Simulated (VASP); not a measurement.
# Ge in VASP: single point with PBE

Aim: the single point of Ge with PBE.

All numbers are computed with VASP 6.6.1; they aren't measurements. Logs are shortened: lines on timing, memory, paths and dates and some standing lists are left out, and cuts for length are marked.

## Step 1: The cell of the first run

The typed cell holds 4 atoms: a = 5.176 Å, b = 5.228 Å, c = 2.854 Å, α = 90.00°, β = 90.00°, γ = 90.00°.

## Step 2: Single point, PBE

INCAR

```
PREC = Accurate ; ENCUT = 520
EDIFF = 1E-7 ; ISMEAR = 0
SIGMA = 0.1 ; LREAL = False
LASPH = True ; NELM = 100
ALGO = Normal ; ISIF = 2
LWAVE = False ; LCHARG = False
GGA = PE ; NBANDS = 36
```

KPOINTS

```
Automatic mesh
0
Gamma
  10 8 16
```

POSCAR

```
Ge
1.0
    5.1762365950      0.0000000000      0.0000000000
    0.0000000000      5.2282604865      0.0000000000
    0.0000000000      0.0000000000      2.8539160292
Ge
4
Direct
    0.0000266594      0.2500000000      0.6142492185
    0.9999733406      0.7500000000      0.3857507815
    0.4999733406      0.7500000000      0.1142492185
    0.5000266594      0.2500000000      0.8857507815
```

Potentials or basis: VASP PAW PBE potentials, release 64 (Ge_d).

Started as:

```bash
> cat potpaw_PBE.64/Ge_d/POTCAR > POTCAR
> mpirun -np 1 vasp_std > vasp.out
```

OUTCAR:

```text
PREC = Accurate
   ENCUT = 520
   EDIFF = 1E-7
   ISMEAR = 0
   LREAL = False
   LASPH = True
   NELM = 100
   ISIF = 2
   GGA = PE

 ion  position               nearest neighbor table
   1  0.000  0.250  0.614-   2 2.69   2 2.69   4 2.70   4 2.70
   2  1.000  0.750  0.386-   1 2.69   1 2.69   3 2.70   3 2.70
   3  0.500  0.750  0.114-   4 2.69   4 2.69   2 2.70   2 2.70
   4  0.500  0.250  0.886-   3 2.69   3 2.69   1 2.70   1 2.70

  LATTYP: Found a simple orthorhombic cell.
 ALAT       =     2.8539160292
 B/A-ratio  =     1.8137312178
 C/A-ratio  =     1.8319601674

  Lattice vectors:

 A1 = (   0.0000000000,   0.0000000000,   2.8539160292)
 A2 = (   5.1762365950,   0.0000000000,   0.0000000000)
 A3 = (   0.0000000000,   5.2282604865,   0.0000000000)

Analysis of symmetry for initial positions (statically):
=====================================================================
 Subroutine PRICEL returns:
 Original cell was already a primitive cell.

 Routine SETGRP: Setting up the symmetry group for a
 simple orthorhombic supercell.

 Subroutine GETGRP returns: Found  8 space group operations
 (whereof  2 operations were pure point group operations)
 out of a pool of  8 trial point group operations.

The static configuration has the point symmetry S_2 .
 The point group associated with its full space group is D_2h.

Analysis of symmetry for dynamics (positions and initial velocities):
=====================================================================
 Subroutine PRICEL returns:
 Original cell was already a primitive cell.

 Routine SETGRP: Setting up the symmetry group for a
 simple orthorhombic supercell.

 Subroutine GETGRP returns: Found  8 space group operations
 (whereof  2 operations were pure point group operations)
 out of a pool of  8 trial point group operations.

The dynamic configuration has the point symmetry S_2 .
 The point group associated with its full space group is D_2h.

 Subroutine INISYM returns: Found  8 space group operations
 (whereof  2 operations are pure point group operations),
 and found     1 'primitive' translations

----------------------------------------------------------------------------------------

                                     Primitive cell

  volume of cell :      77.2347

  direct lattice vectors                    reciprocal lattice vectors
     5.176236595  0.000000000  0.000000000     0.193190551  0.000000000  0.000000000
     0.000000000  5.228260486  0.000000000     0.000000000  0.191268205  0.000000000
     0.000000000  0.000000000  2.853916029     0.000000000  0.000000000  0.350395733

  length of vectors
     5.176236595  5.228260486  2.853916029     0.193190551  0.191268205  0.350395733

  position of ions in fractional coordinates (direct lattice)
     0.000026659  0.250000000  0.614249218
     0.999973341  0.750000000  0.385750782
     0.499973341  0.750000000  0.114249218
     0.500026659  0.250000000  0.885750782

  ion indices of the primitive-cell ions
   primitive index   ion index
                 1           1
                 2           2
                 3           3
                 4           4

----------------------------------------------------------------------------------------

 KPOINTS: Automatic mesh

Automatic generation of k-mesh.
 Grid dimensions read from file:
 generate k-points for:   10    8   16

 Generating k-lattice:

  Cartesian coordinates                     Fractional coordinates (reciprocal lattice)
     0.019319055  0.000000000  0.000000000     0.100000000  0.000000000  0.000000000
     0.000000000  0.023908526  0.000000000     0.000000000  0.125000000  0.000000000
     0.000000000  0.000000000  0.021899733     0.000000000  0.000000000  0.062500000

  Length of vectors
     0.019319055  0.023908526  0.021899733

  Shift w.r.t. Gamma in fractional coordinates (k-lattice)
     0.000000000  0.000000000  0.000000000

 Subroutine IBZKPT returns following result:
 ===========================================

 Found    270 irreducible k-points:

 Following reciprocal coordinates:
            Coordinates               Weight
  0.000000  0.000000  0.000000      1.000000
  0.100000  0.000000  0.000000      2.000000
  0.200000  0.000000  0.000000      2.000000
  0.300000  0.000000  0.000000      2.000000
  0.400000  0.000000  0.000000      2.000000
  0.500000  0.000000  0.000000      1.000000
[... 16 lines left out ...]
  0.400000  0.375000  0.000000      4.000000
  0.500000  0.375000  0.000000      2.000000
 [... further k-points ...]
   k-points           NKPTS =    270   k-points in BZ     NKDIM =    270   number of bands    NBANDS=     36
   number of dos      NEDOS =    301   number of ions     NIONS =      4
   total plane-waves  NPLWV =  38400
   dimension x,y,z NGX =    40 NGY =   40 NGZ =   24
   dimension x,y,z NGXF=    80 NGYF=   80 NGZF=   48
   ions per type =               4
   NGX,Y,Z   is equivalent  to a cutoff of  12.85, 12.72, 13.98 a.u.
   NGXF,Y,Z  is equivalent  to a cutoff of  25.69, 25.44, 27.96 a.u.
 SYSTEM =  unknown system
   PREC   = accura    normal or accurate (medium, high low for compatibility)
   ISTART =      0    job   : 0-new  1-cont  2-samecut
   ICHARG =      2    charge: 1-file 2-atom 10-const
   ISPIN  =      1    spin polarized calculation?
   LNONCOLLINEAR =      F non collinear calculations
   LSORBIT =      F    spin-orbit coupling
   LASPH  =      T    aspherical Exc in radial PAW
   ENCUT  =  520.0 eV  38.22 Ry    6.18 a.u.   9.62  9.72  5.31*2*pi/ulx,y,z
   NELM   =    100;   NELMIN=  2; NELMDL= -5     # of ELM steps
   EDIFF  = 0.1E-06   stopping-criterion for ELM
   LREAL  =      F    real-space projection
   EDIFFG = 0.1E-05   stopping-criterion for IOM
   NSW    =      0    number of steps for IOM
   IBRION =     -1    ionic relax: 0-MD 1-quasi-New 2-CG
   NFREE  =      0    steps in history (QN), initial steepest desc. (CG)
   ISIF   =      2    stress and relaxation
   ISYM   =      2    0-nonsym 1-usesym 2-fastsym
   POTIM  = 0.5000    time-step for ionic-motion
   TEBEG  =    0.0;   TEEND  =   0.0 temperature during run
   PSTRESS=    0.0 pullay stress
   NELECT =      56.0000    total number of electrons
   NUPDOWN=      -1.0000    fix difference up-down
   EMIN   =  10.00;   EMAX   =-10.00  energy-range for DOS
   EFERMI =   0.00;   METHOD = LEGACY
   ISMEAR =     0;   SIGMA  =   0.10  broadening in eV -4-tet -1-fermi 0-gaus
   EFERMI_NEDOS =   21; number of points for ismear=-14 and -15
   IALGO  =     38    algorithm
   IMIX   =      4    mixing-type and parameters
     AMIX     =   0.40;   BMIX     =  1.00
     AMIX_MAG =   1.60;   BMIX_MAG =  1.00
  volume/ion in A,a.u.               =      19.31       130.30
  Fermi-wavevector in a.u.,A,eV,Ry     =   1.470731  2.779279 29.430089  2.163051
  Thomas-Fermi vector in A             =   2.585953
   LORBIT       =      0    0 simple, 1 ext, 2 COOP (PROOUT), +10 PAW based schemes
   GGA     = PE    functional components
   LHFCALC =     F    Hartree Fock is set to
   AEXX    =    0.0000 exact exchange contribution
   IVDW    =     0    specifies the selected vdW correction
   LEPSILON=     F    determine dielectric tensor
   LRPA    =     F    only Hartree local field effects (RPA)
 non-spin polarized calculation
 Gauss-broadening in eV      SIGMA  =   0.10
  energy-cutoff  :      520.00
  volume of cell :       77.23
 maximum number of plane-waves:      2122
 NGX is ok and might be reduce to    40
   NGX = 19   NGY = 19   NGZ = 11

 number of electron      56.0000077 magnetization

 Free energy of the ion-electron system (eV)
  ---------------------------------------------------
  ext. energy  EPLUGINS =         0.00000000
  ---------------------------------------------------
  free energy    TOTEN  =       -17.15117513 eV

  energy without entropy =      -17.14346076  energy(sigma->0) =      -17.14731794

 E-fermi :   6.3847     XC(G=0): -11.1111

 val. band max:        6.3758012006   @ k =   0.1000   0.2500   0.0625
 cond. band min:       6.3857185731   @ k =   0.0000   0.0000   0.1875
 fundamental gap:      0.0099173724
 Fermi energy:         6.3846553960

 k-point     1 :       0.0000    0.0000    0.0000
  band No.  band energies     occupation
      1     -18.3709      2.00000
      2     -18.3398      2.00000
      3     -18.3295      2.00000
      4     -18.3282      2.00000
      5     -18.3009      2.00000
      6     -18.2994      2.00000
[... 28 lines left out ...]
     35      14.1923      0.00000
     36      16.9915      0.00000

 k-point     2 :       0.1000    0.0000    0.0000
  band No.  band energies     occupation
      1     -18.3687      2.00000
      2     -18.3400      2.00000
      3     -18.3297      2.00000
      4     -18.3289      2.00000
      5     -18.3013      2.00000
      6     -18.2988      2.00000
[... 28 lines left out ...]
     35      14.2370      0.00000
     36      16.5128      0.00000

 k-point     3 :       0.2000    0.0000    0.0000
  band No.  band energies     occupation
      1     -18.3625      2.00000
      2     -18.3404      2.00000
      3     -18.3304      2.00000
      4     -18.3298      2.00000
      5     -18.3061      2.00000
      6     -18.2927      2.00000
[... 28 lines left out ...]
     35      14.1623      0.00000
     36      15.2115      0.00000

 k-point     4 :       0.3000    0.0000    0.0000
  band No.  band energies     occupation
      1     -18.3533      2.00000
      2     -18.3410      2.00000
      3     -18.3315      2.00000
      4     -18.3292      2.00000
      5     -18.3123      2.00000
      6     -18.2831      2.00000
[... 28 lines left out ...]
     35      13.9262      0.00000
     36      14.1301      0.00000

 k-point     5 :       0.4000    0.0000    0.0000
  band No.  band energies     occupation
      1     -18.3447      2.00000
      2     -18.3414      2.00000
      3     -18.3281      2.00000
      4     -18.3273      2.00000
      5     -18.3186      2.00000
      6     -18.2980      2.00000
[... 655 lines left out ...]
 k-point    22 :       0.3000    0.3750    0.0000
  band No.  band energies     occupation
      1     -18.3339      2.00000
      2     -18.3336      2.00000
      3     -18.3322      2.00000
      4     -18.3225      2.00000
      5     -18.3200      2.00000
      6     -18.2735      2.00000
[... 28 lines left out ...]
     35      13.5677      0.00000
     36      13.6502      0.00000

 k-point    23 :       0.4000    0.3750    0.0000
  band No.  band energies     occupation
      1     -18.3349      2.00000
      2     -18.3347      2.00000
      3     -18.3313      2.00000
      4     -18.3262      2.00000
      5     -18.3080      2.00000
      6     -18.2782      2.00000
[... 28 lines left out ...]
     35      13.4589      0.00000
     36      13.6087      0.00000

 k-point    24 :       0.5000    0.3750    0.0000
  band No.  band energies     occupation
      1     -18.3352      2.00000
      2     -18.3352      2.00000
      3     -18.3292      2.00000
      4     -18.3292      2.00000
      5     -18.2937      2.00000
      6     -18.2937      2.00000
[... 28 lines left out ...]
     35      13.5203      0.00000
     36      13.5203      0.00000

 [... further k-points ...]

------------------------ aborting loop because EDIFF is reached ----------------------------------------

  FORCE on cell =-STRESS in cart. coord.  units (eV):
  Direction    XX          YY          ZZ          XY          YZ          ZX
  --------------------------------------------------------------------------------------
  -------------------------------------------------------------------------------------
  Total        0.0091656     -0.0086495     -0.0074069      0.0000000      0.0000000      0.0000000
  in kB        0.1901332     -0.1794267     -0.1536509      0.0000000      0.0000000      0.0000000
  external PRESSURE =      -0.0476481 kB  Pullay stress =       0.0000000 kB

 VOLUME and BASIS-vectors are now :
 -----------------------------------------------------------------------------
  energy-cutoff  :      520.00
  volume of cell :       77.23
      direct lattice vectors                 reciprocal lattice vectors
     5.176236595  0.000000000  0.000000000     0.193190551  0.000000000  0.000000000
     0.000000000  5.228260486  0.000000000     0.000000000  0.191268205  0.000000000
     0.000000000  0.000000000  2.853916029     0.000000000  0.000000000  0.350395733

 POSITION                                       TOTAL-FORCE (eV/Angst)
 -----------------------------------------------------------------------------------
      0.00014      1.30707      1.75302        -0.000110      0.000000      0.000328
      5.17610      3.92120      1.10090         0.000110      0.000000     -0.000328
      2.58798      3.92120      0.32606         0.000110     -0.000000      0.000328
      2.58826      1.30707      2.52786        -0.000110      0.000000     -0.000328
 -----------------------------------------------------------------------------------
    total drift:                               -0.000000     -0.000000     -0.000000

  FREE ENERGIE OF THE ION-ELECTRON SYSTEM (eV)
  ---------------------------------------------------
  free  energy   TOTEN  =       -17.1511751294 eV

  energy  without entropy=      -17.1434607601  energy(sigma->0) =      -17.14731794
```

Run time: 8.6 min. Hardware: 1 thread of Intel Xeon Platinum 8259CL at 2.50GHz (Skylake/Cascade Lake), shared host; peak memory 0.58 GiB.

Results:

* Free energy: -17.1512 eV
* Pressure: 0.0 GPa
* Band gap on the k mesh: zero (bands 28 and 29 overlap by 3.41 eV)
